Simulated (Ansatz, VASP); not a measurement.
**Mo: VASP beside Ansatz**

```
CELL_PARAMETERS angstrom
0.00000 1.85380 1.85380
1.85380 0.00000 1.85380
1.85380 1.85380 0.00000
ATOMIC_POSITIONS crystal
Mo 0.00000 0.00000 0.00000
```

Change from the starting cell: strain -0.080 along x and y, -0.080 along z, atoms carried along.

Alike in both runs: task single point; functional PBEsol; k mesh 20 × 20 × 20; occupations gaussian, width 0.15 eV; no spin polarisation.

|  | VASP | Ansatz |
| --- | --- | --- |
| version | VASP 6.6.1 | Ansatz 0.2.0 |
| potentials or method | VASP PAW PBE potentials, release 64 (Mo_sv), cutoff 520 eV | scalar-relativistic, plane waves, PAW |
| valence electrons in the cell | 14 | 14 |

Ansatz gave:

| Item | Value |
| --- | --- |
| gap on the k mesh at the Fermi level (eV) | none |
| pressure (GPa) | 75.1 |

Estimate VASP's values.

gap on the k mesh at the Fermi level (eV): none; pressure (GPa): 76.4.

VASP's potentials were made for PBE, not for PBEsol. A gap of «none» marks a metal or a gap that the smearing closes. Both programs put the cell under a high pressure, so it lies far from rest at this level.

Noted on VASP's run: the cell as given lies far from equilibrium.
